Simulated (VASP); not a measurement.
# TaBi2O5 (Cmcm) in VASP: single point with PBE

Aim: the single point of TaBi2O5 with PBE.

All numbers are computed with VASP 6.6.1; they aren't measurements. Logs are shortened: lines on timing, memory, paths and dates and some standing lists are left out, and cuts for length are marked.

### Step 1. The cell of the first run

Symmetry: Cmcm, No. 63, orthorhombic system. The conventional cell has a = 4.010 Å, b = 12.456 Å, c = 10.725 Å, α = 90.00°, β = 90.00°, γ = 90.00°. Ta (site symmetry m2m) has 6 O at 1.92 to 2.13 Å within 2.5 Å. Within 3.0 Å of Bi (site symmetry m) lie 6 O at 2.29 to 2.85 Å. O (site symmetry m) has 1 Ta at 1.92 Å and 2 Bi at 2.37 to 2.45 Å within 2.5 Å. Within 2.8 Å of O (site symmetry m) lie 1 Ta at 2.13 Å and 3 Bi at 2.29 to 2.78 Å and 3 O at 2.77 to 2.78 Å. O (site symmetry m2m) has 2 Ta at 2.03 Å and 8 O at 2.78 to 2.93 Å and 2 Bi at 2.85 Å within 3.0 Å.

### Step 2. Single point, PBE

Contents of INCAR:

```
ALGO = Fast ; EDIFF = 1E-6
ENCUT = 520 ; GGA = PE
ISIF = 2 ; ISMEAR = 0
LASPH = True ; LCHARG = False
LREAL = Auto ; LWAVE = False
NBANDS = 85 ; NELM = 80
PREC = Accurate ; SIGMA = 0.1
```

Contents of KPOINTS:

```
k-points
0
Gamma
  8 8 4
```

Contents of POSCAR:

```
TaBi2O5
1.0
    2.0051836278     -6.2277510192      0.0000000000
    2.0051836278      6.2277510192      0.0000000000
    0.0000000000      0.0000000000     10.7253829053
Ta Bi O
2 4 10
Direct
    0.1554134302      0.8445865698      0.2500000000
    0.8445865698      0.1554134302      0.7500000000
    0.8642216167      0.1357783833      0.0919075519
    0.8642216167      0.1357783833      0.4080924481
    0.1357783833      0.8642216167      0.9080924481
    0.1357783833      0.8642216167      0.5919075519
    0.0535194372      0.9464805628      0.1155238909
    0.0535194372      0.9464805628      0.3844761091
    0.2762356355      0.7237643645      0.3900778940
    0.2762356355      0.7237643645      0.1099221060
    0.9464805628      0.0535194372      0.8844761091
    0.9464805628      0.0535194372      0.6155238909
    0.7237643645      0.2762356355      0.8900778940
    0.7237643645      0.2762356355      0.6099221060
    0.3201189233      0.6798810767      0.7500000000
    0.6798810767      0.3201189233      0.2500000000
```

Potentials or basis: VASP PAW PBE potentials, release 64 (Ta_pv, Bi_d, O).

The run is started by

```console
> cat potpaw_PBE.64/Ta_pv/POTCAR potpaw_PBE.64/Bi_d/POTCAR potpaw_PBE.64/O/POTCAR > POTCAR
> mpirun -np 1 vasp_std > vasp.out
```

OUTCAR:

```text
EDIFF = 1E-6
   ENCUT = 520
   GGA = PE
   ISIF = 2
   ISMEAR = 0
   LASPH = True
   LREAL = Auto
   NELM = 80
   PREC = Accurate

 ion  position               nearest neighbor table
   1  0.155  0.845  0.250-   7 1.92   8 1.92  16 2.03  16 2.03  10 2.13   9 2.13   6 3.68   5 3.68
                             3 3.70   3 3.70   4 3.70   4 3.70
   2  0.845  0.155  0.750-  11 1.92  12 1.92  15 2.03  15 2.03  14 2.13  13 2.13   4 3.68   3 3.68
                             5 3.70   5 3.70   6 3.70   6 3.70
   3  0.864  0.136  0.092-  10 2.29  10 2.29   7 2.37  11 2.45  13 2.78  16 2.85   4 3.39   2 3.68
                             1 3.70   1 3.70   5 3.92
   4  0.864  0.136  0.408-   9 2.29   9 2.29   8 2.37  12 2.45  14 2.78  16 2.85   3 3.39   2 3.68
                             1 3.70   1 3.70   6 3.92
   5  0.136  0.864  0.908-  13 2.29  13 2.29  11 2.37   7 2.45  10 2.78  15 2.85   6 3.39   1 3.68
                             2 3.70   2 3.70   3 3.92
   6  0.136  0.864  0.592-  14 2.29  14 2.29  12 2.37   8 2.45   9 2.78  15 2.85   5 3.39   1 3.68
                             2 3.70   2 3.70   4 3.92
   7  0.054  0.946  0.116-   1 1.92   3 2.37   5 2.45
   8  0.054  0.946  0.384-   1 1.92   4 2.37   6 2.45
   9  0.276  0.724  0.390-   1 2.13   4 2.29   4 2.29   6 2.78
  10  0.276  0.724  0.110-   1 2.13   3 2.29   3 2.29   5 2.78
  11  0.946  0.054  0.884-   2 1.92   5 2.37   3 2.45
  12  0.946  0.054  0.616-   2 1.92   6 2.37   4 2.45
  13  0.724  0.276  0.890-   2 2.13   5 2.29   5 2.29   3 2.78
  14  0.724  0.276  0.610-   2 2.13   6 2.29   6 2.29   4 2.78
  15  0.320  0.680  0.750-   2 2.03   2 2.03   6 2.85   5 2.85
  16  0.680  0.320  0.250-   1 2.03   1 2.03   4 2.85   3 2.85

  LATTYP: Found a base centered orthorhombic cell.
 ALAT       =     4.0103672556
 B/A-ratio  =     3.1058257872
 C/A-ratio  =     2.6744141426

  Lattice vectors:

 A1 = (   2.0051836278,  -6.2277510192,   0.0000000000)
 A2 = (   2.0051836278,   6.2277510192,   0.0000000000)
 A3 = (   0.0000000000,   0.0000000000,  10.7253829053)

Analysis of symmetry for initial positions (statically):
=====================================================================
 Subroutine PRICEL returns:
 Original cell was already a primitive cell.

 Routine SETGRP: Setting up the symmetry group for a
 base centered orthorhombic supercell.

 Subroutine GETGRP returns: Found  8 space group operations
 (whereof  4 operations were pure point group operations)
 out of a pool of  8 trial point group operations.

The static configuration has the point symmetry C_2h.
 The point group associated with its full space group is D_2h.

Analysis of symmetry for dynamics (positions and initial velocities):
=====================================================================
 Subroutine PRICEL returns:
 Original cell was already a primitive cell.

 Routine SETGRP: Setting up the symmetry group for a
 base centered orthorhombic supercell.

 Subroutine GETGRP returns: Found  8 space group operations
 (whereof  4 operations were pure point group operations)
 out of a pool of  8 trial point group operations.

The dynamic configuration has the point symmetry C_2h.
 The point group associated with its full space group is D_2h.

 Subroutine INISYM returns: Found  8 space group operations
 (whereof  4 operations are pure point group operations),
 and found     1 'primitive' translations

----------------------------------------------------------------------------------------

                                     Primitive cell

  volume of cell :     267.8725

  direct lattice vectors                    reciprocal lattice vectors
     2.005183628 -6.227751019  0.000000000     0.249353722 -0.080285804  0.000000000
     2.005183628  6.227751019  0.000000000     0.249353722  0.080285804  0.000000000
     0.000000000  0.000000000 10.725382905     0.000000000  0.000000000  0.093236764

  length of vectors
     6.542602245  6.542602245 10.725382905     0.261960090  0.261960090  0.093236764

  position of ions in fractional coordinates (direct lattice)
     0.155413430  0.844586570  0.250000000
     0.844586570  0.155413430  0.750000000
     0.864221617  0.135778383  0.091907552
     0.864221617  0.135778383  0.408092448
     0.135778383  0.864221617  0.908092448
     0.135778383  0.864221617  0.591907552
[... 8 lines left out ...]
     0.320118923  0.679881077  0.750000000
     0.679881077  0.320118923  0.250000000

  ion indices of the primitive-cell ions
   primitive index   ion index
                 1           1
                 2           2
                 3           3
                 4           4
                 5           5
                 6           6
[... 8 lines left out ...]
                15          15
                16          16

----------------------------------------------------------------------------------------

 KPOINTS: k-points

Automatic generation of k-mesh.
 Grid dimensions read from file:
 generate k-points for:    8    8    4

 Generating k-lattice:

  Cartesian coordinates                     Fractional coordinates (reciprocal lattice)
     0.031169215 -0.010035726  0.000000000     0.125000000 -0.000000000  0.000000000
     0.031169215  0.010035726  0.000000000    -0.000000000  0.125000000  0.000000000
     0.000000000  0.000000000  0.023309191     0.000000000  0.000000000  0.250000000

  Length of vectors
     0.032745011  0.032745011  0.023309191

  Shift w.r.t. Gamma in fractional coordinates (k-lattice)
     0.000000000  0.000000000  0.000000000

 Subroutine IBZKPT returns following result:
 ===========================================

 Found     63 irreducible k-points:

 Following reciprocal coordinates:
            Coordinates               Weight
  0.000000  0.000000  0.000000      1.000000
  0.125000  0.000000  0.000000      4.000000
  0.250000  0.000000  0.000000      4.000000
  0.375000  0.000000  0.000000      4.000000
  0.500000  0.000000  0.000000      2.000000
  0.125000  0.125000  0.000000      2.000000
[... 16 lines left out ...]
  0.125000  0.000000  0.250000      8.000000
  0.250000  0.000000  0.250000      8.000000
 [... further k-points ...]
   k-points           NKPTS =     63   k-points in BZ     NKDIM =     63   number of bands    NBANDS=     85
   number of dos      NEDOS =    301   number of ions     NIONS =     16
   total plane-waves  NPLWV = 200000
   dimension x,y,z NGX =    50 NGY =   50 NGZ =   80
   dimension x,y,z NGXF=   100 NGYF=  100 NGZF=  160
   ions per type =               2   4  10
   NGX,Y,Z   is equivalent  to a cutoff of  12.70, 12.70, 12.40 a.u.
   NGXF,Y,Z  is equivalent  to a cutoff of  25.41, 25.41, 24.80 a.u.
 SYSTEM =  unknown system
   PREC   = accura    normal or accurate (medium, high low for compatibility)
   ISTART =      0    job   : 0-new  1-cont  2-samecut
   ICHARG =      2    charge: 1-file 2-atom 10-const
   ISPIN  =      1    spin polarized calculation?
   LNONCOLLINEAR =      F non collinear calculations
   LSORBIT =      F    spin-orbit coupling
   LASPH  =      T    aspherical Exc in radial PAW
   ENCUT  =  520.0 eV  38.22 Ry    6.18 a.u.  12.16 12.16 19.94*2*pi/ulx,y,z
   NELM   =     80;   NELMIN=  2; NELMDL= -5     # of ELM steps
   EDIFF  = 0.1E-05   stopping-criterion for ELM
   LREAL  =      T    real-space projection
   EDIFFG = 0.1E-04   stopping-criterion for IOM
   NSW    =      0    number of steps for IOM
   IBRION =     -1    ionic relax: 0-MD 1-quasi-New 2-CG
   NFREE  =      0    steps in history (QN), initial steepest desc. (CG)
   ISIF   =      2    stress and relaxation
   ISYM   =      2    0-nonsym 1-usesym 2-fastsym
   POTIM  = 0.5000    time-step for ionic-motion
   TEBEG  =    0.0;   TEEND  =   0.0 temperature during run
   PSTRESS=    0.0 pullay stress
   NELECT =     142.0000    total number of electrons
   NUPDOWN=      -1.0000    fix difference up-down
   EMIN   =  10.00;   EMAX   =-10.00  energy-range for DOS
   EFERMI =   0.00;   METHOD = LEGACY
   ISMEAR =     0;   SIGMA  =   0.10  broadening in eV -4-tet -1-fermi 0-gaus
   EFERMI_NEDOS =   21; number of points for ismear=-14 and -15
   IALGO  =     68    algorithm
   IMIX   =      4    mixing-type and parameters
     AMIX     =   0.40;   BMIX     =  1.00
     AMIX_MAG =   1.60;   BMIX_MAG =  1.00
  volume/ion in A,a.u.               =      16.74       112.98
  Fermi-wavevector in a.u.,A,eV,Ry     =   1.324936  2.503766 23.884419  1.755455
  Thomas-Fermi vector in A             =   2.454434
   LORBIT       =      0    0 simple, 1 ext, 2 COOP (PROOUT), +10 PAW based schemes
   GGA     = PE    functional components
   LHFCALC =     F    Hartree Fock is set to
   AEXX    =    0.0000 exact exchange contribution
   IVDW    =     0    specifies the selected vdW correction
   LEPSILON=     F    determine dielectric tensor
   LRPA    =     F    only Hartree local field effects (RPA)
 non-spin polarized calculation
 RMM-DIIS sequential band-by-band and
 Gauss-broadening in eV      SIGMA  =   0.10
  energy-cutoff  :      520.00
  volume of cell :      267.87
 maximum number of plane-waves:      7276
 NGX is ok and might be reduce to    50
   NGX = 25   NGY = 25   NGZ = 39

 number of electron     142.0000009 magnetization

 Free energy of the ion-electron system (eV)
  ---------------------------------------------------
  ext. energy  EPLUGINS =         0.00000000
  ---------------------------------------------------
  free energy    TOTEN  =      -117.15813857 eV

  energy without entropy =     -117.13932190  energy(sigma->0) =     -117.14873024

 E-fermi :   5.7613     XC(G=0):  -9.9269

 val. band max:        5.7547786865   @ k =  -0.3750   0.1250   0.0000
 cond. band min:       5.7649424385   @ k =   0.2500   0.0000   0.0000
 fundamental gap:      0.0101637520
 Fermi energy:         5.7612587069

 k-point     1 :       0.0000    0.0000    0.0000
  band No.  band energies     occupation
      1     -30.7247      2.00000
      2     -30.7244      2.00000
      3     -30.7090      2.00000
      4     -30.7090      2.00000
      5     -30.6700      2.00000
      6     -30.6700      2.00000
[... 75 lines left out ...]
     82       8.7835      0.00000
     83       8.9279      0.00000

 k-point     2 :       0.1250    0.0000    0.0000
  band No.  band energies     occupation
      1     -30.7242      2.00000
      2     -30.7240      2.00000
      3     -30.7087      2.00000
      4     -30.7087      2.00000
      5     -30.6812      2.00000
      6     -30.6812      2.00000
[... 75 lines left out ...]
     82       8.7768      0.00000
     83       8.8604      0.00000
[... 1804 lines left out ...]
     82       8.6371      0.00000
     83       8.8543      0.00000

 k-point    24 :       0.2500    0.0000    0.2500
  band No.  band energies     occupation
      1     -30.7231      2.00000
      2     -30.7230      2.00000
      3     -30.7114      2.00000
      4     -30.7114      2.00000
      5     -30.7047      2.00000
      6     -30.7047      2.00000
[... 75 lines left out ...]
     82       8.4154      0.00000
     83       8.7458      0.00000

 [... further k-points ...]

 [bands above 83 left out]

------------------------ aborting loop because EDIFF is reached ----------------------------------------

  FORCE on cell =-STRESS in cart. coord.  units (eV):
  Direction    XX          YY          ZZ          XY          YZ          ZX
  --------------------------------------------------------------------------------------
  -------------------------------------------------------------------------------------
  Total        0.4152139      0.4475618      0.4022866      0.0000000      0.0000000      0.0000000
  in kB        2.4834437      2.6769198      2.4061235      0.0000000      0.0000000      0.0000000
  external PRESSURE =       2.5221623 kB  Pullay stress =       0.0000000 kB

 VOLUME and BASIS-vectors are now :
 -----------------------------------------------------------------------------
  energy-cutoff  :      520.00
  volume of cell :      267.87
      direct lattice vectors                 reciprocal lattice vectors
     2.005183628 -6.227751019  0.000000000     0.249353722 -0.080285804  0.000000000
     2.005183628  6.227751019  0.000000000     0.249353722  0.080285804  0.000000000
     0.000000000  0.000000000 10.725382905     0.000000000  0.000000000  0.093236764

 POSITION                                       TOTAL-FORCE (eV/Angst)
 -----------------------------------------------------------------------------------
      2.00518      4.29200      2.68135         0.000000     -0.102189      0.000000
      2.00518     -4.29200      8.04404         0.000000      0.102189      0.000000
      2.00518     -4.53656      0.98574         0.000000     -0.003871      0.001006
      2.00518     -4.53656      4.37695         0.000000     -0.003871     -0.001006
      2.00518      4.53656      9.73964         0.000000      0.003871     -0.001006
      2.00518      4.53656      6.34844         0.000000      0.003871      0.001006
[... 8 lines left out ...]
      2.00518      2.24051      8.04404         0.000000      0.009203      0.000000
      2.00518     -2.24051      2.68135         0.000000     -0.009203     -0.000000
 -----------------------------------------------------------------------------------
    total drift:                                0.000000      0.000000     -0.000000

  FREE ENERGIE OF THE ION-ELECTRON SYSTEM (eV)
  ---------------------------------------------------
  free  energy   TOTEN  =      -117.1581385747 eV

  energy  without entropy=     -117.1393219038  energy(sigma->0) =     -117.14873024
```

Wall time 85 min (1 thread of Oxide Virtual Turin-like, shared host); peak memory 1 GiB.

What came out:

```yaml
Free_energy: -117.1581 eV
Pressure: 0.3 GPa
Largest_force: 0.108 eV/Å
Band_gap_on_the_k_mesh: zero (bands 71 and 72 overlap by 0.48 eV)
```

Forces in eV/Å, atoms in the order of the input:
```
Ta   0.000 -0.102  0.000
Ta   0.000  0.102  0.000
Bi   0.000 -0.004  0.001
Bi   0.000 -0.004 -0.001
Bi   0.000  0.004 -0.001
Bi   0.000  0.004  0.001
O    0.000  0.070 -0.082
O    0.000  0.070  0.082
O    0.000 -0.012  0.021
O    0.000 -0.012 -0.021
O    0.000 -0.070  0.082
O    0.000 -0.070 -0.082
O    0.000  0.012  0.021
O    0.000  0.012 -0.021
O    0.000  0.009  0.000
O    0.000 -0.009  0.000
```

Caveat: spin-orbit coupling is left out, which moves the levels of the heavy elements.
